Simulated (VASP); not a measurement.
Set up this calculation in VASP 6.6.1, as the native input.

```yaml
Task: single point
Functional: PBE
Dispersion: D3(BJ)
Potentials_or_basis: VASP PAW PBE potentials, release 64 (C, N, H)
Cutoff: 520 eV
k_mesh: 2 × 2 × 1
Occupations: gaussian, width 0.05 eV
Spin: no spin polarisation
Dipole_correction: no
Further_INCAR_settings: LREAL = Auto; ALGO = Normal; EDIFF = 1e-07; NBANDS = 57
```

The structure of H3C18N lies in POSCAR:

```
H3C18N
1.0
    7.3980000000      0.0000000000      0.0000000000
   -3.6990000000      6.4068560000      0.0000000000
    0.0000000000      0.0000000000     12.0000000000
C N H
18 1 3
Direct
    0.0113550037      0.0088005724      0.0635674167
    0.2347071625      0.1194954280      0.0703995000
    0.0112989997      0.3406407136      0.0696356667
    0.2318285179      0.4517111045      0.0726273333
    0.0109001607      0.6746081073      0.0657579167
    0.2337989278      0.7865819054      0.0716652500
    0.3425029184      0.0071999433      0.0789548333
    0.5671735372      0.1169412891      0.1182091667
    0.3397020683      0.3393541231      0.0757644167
    0.5679268965      0.4549140795      0.0944608333
    0.3441167036      0.6740541695      0.0748011667
    0.5683271257      0.7879421670      0.0725194167
    0.6800106888      0.0071524941      0.0774310000
    0.8994800009      0.1185247491      0.0685860000
    0.6822437844      0.3414902723      0.0816210000
    0.8980951688      0.4504149929      0.0692022500
    0.6805091848      0.6804479451      0.0708501667
    0.9006203467      0.7874291228      0.0653850833
    0.5599480001      0.1071939185      0.2411469167
    0.5659966795      0.4583096608      0.1882942500
    0.6932644479      0.1655145675      0.2860194167
    0.4222009976      0.0482643905      0.2817466667
```

One way to write it, as run:

INCAR

```
SYSTEM = H3C18N
ALGO = Normal ; EDIFF = 1E-7
ENCUT = 520 ; GGA = PE
ISIF = 2 ; ISMEAR = 0
IVDW = 12 ; LASPH = .TRUE.
LCHARG = .TRUE. ; LELF = .TRUE.
LREAL = Auto ; LVHAR = .TRUE.
LWAVE = .FALSE. ; NBANDS = 57
NELM = 100 ; PREC = Accurate
SIGMA = 0.05
```

KPOINTS

```
k-points
0
G
  2 2 1
  0 0 0
```

Potentials or basis: VASP PAW PBE potentials, release 64 (C, N, H).

Run with:

```bash
$ cat potpaw_PBE.64/C/POTCAR potpaw_PBE.64/N/POTCAR potpaw_PBE.64/H/POTCAR > POTCAR
$ mpirun -np 1 vasp_std > vasp.out
```

It gave:

| Quantity | Value |
| --- | --- |
| Largest force | 0.162 eV/Å |
| Band gap on the k mesh | 0.03 eV |
| Dispersion energy per atom | -0.083 eV |

Caveat: the k points lie up to 0.49 Å⁻¹ apart; there is no dipole correction, which matters where the two faces differ.

Run time: 11 min on 1 thread of Intel Xeon 8259CL, on a shared host, peak memory 0.61 GiB.
